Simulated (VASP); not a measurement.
Write the native input for VASP 6.6.1 that does the following.

```yaml
Task: single point
Functional: r2SCAN
Potentials_or_basis: VASP PAW PBE potentials, release 64 (Pd)
Cutoff: 520 eV
k_mesh: 18 × 18 × 10
Occupations: gaussian, width 0.1 eV
Spin: no spin polarisation
Dipole_correction: no
Further_INCAR_settings: ALGO = Normal; EDIFF = 1e-06; NBANDS = 17
```

Crystal: Pd.

```
Pd
1.0
     2.73875    0.00000    0.00000
    -1.36937    2.37183    0.00000
     0.00000    0.00000    4.61839
Pd
2
Direct
  0.33333 0.66667 0.25000
  0.66667 0.33333 0.75000
```

This isn't the form of Pd at room conditions, which is fcc.

The input as run:

POSCAR

```
Pd
1.0
    2.7387482790      0.0000000000      0.0000000000
   -1.3693741395      2.3718255842      0.0000000000
    0.0000000000      0.0000000000      4.6183860841
Pd
2
Direct
    0.3333333333      0.6666666667      0.2500000000
    0.6666666667      0.3333333333      0.7500000000
```

INCAR.step1

```
SYSTEM = Pd
ALGO = Normal
EDIFF = 1E-4
ENCUT = 520
GGA = PE
ISMEAR = 0
LASPH = .True.
LCHARG = .False.
LREAL = .False.
LWAVE = .True.
NBANDS = 17
NELM = 60
PREC = Accurate
SIGMA = 0.1
```

INCAR.step2

```
SYSTEM = Pd
ALGO = Normal
EDIFF = 1E-6
ENCUT = 520
ISIF = 2
ISMEAR = 0
ISTART = 1
LASPH = .True.
LCHARG = .False.
LMIXTAU = .True.
LREAL = .False.
LWAVE = .False.
METAGGA = R2SCAN
NBANDS = 17
NELM = 60
PREC = Accurate
SIGMA = 0.1
```

KPOINTS

```
k-points
0
Gamma
  18 18 10
  0 0 0
```

Potentials or basis: VASP PAW PBE potentials, release 64 (Pd).

Command:

```bash
$ cat potpaw_PBE.64/Pd/POTCAR > POTCAR
$ cp INCAR.step1 INCAR
$ mpirun -np 1 vasp_std > vasp.out
$ cp INCAR.step2 INCAR
$ mpirun -np 1 vasp_std > vasp.out
```

It gave:

```yaml
Pressure: 0.6 GPa
Band_gap_on_the_k_mesh: zero (bands 10 and 11 overlap by 0.96 eV)
```

Caveat: the PAW data sets were made with another functional, which shifts forces and pressure a little.

Run time: 5.5 min on 1 thread of Intel Xeon 8259CL, with other jobs on the host, peak memory 0.22 GiB.
